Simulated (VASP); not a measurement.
Crystal: AgBr.

```xyz
2
Lattice="0.0000 2.8922 2.8922 2.8922 0.0000 2.8922 2.8922 2.8922 0.0000" Properties=species:S:1:pos:R:3 pbc="T T T"
Ag    0.0000    0.0000    0.0000
Br    2.8922    2.8922    2.8922
```

Base run:

* Program: VASP 6.6.1
* Functional: PBEsol
* Potentials or basis: VASP PAW PBE potentials, release 64 (Ag, Br)
* Cutoff: 400 eV
* k mesh: 7 × 7 × 7
* Occupations: fermi-dirac, width 0.02 eV
* Spin: no spin polarisation

Its results: band gap on the k mesh 0.58 eV, indirect (least direct gap 2.38 eV); pressure -2.8 GPa.

The run is repeated on the same cell with these changes: functional from PBEsol to r2SCAN; cutoff from 400 eV to 440 eV. What comes out?

Band gap on the k mesh 1.32 eV, indirect (least direct gap 3.19 eV); pressure 0.0 GPa.

r2SCAN gives the wider gap, since meta-GGAs in the generalised Kohn-Sham scheme recover part of the derivative discontinuity.

Caveats: the PAW data sets were made with another functional, which shifts forces and pressure a little.

A k mesh can miss the band edges.
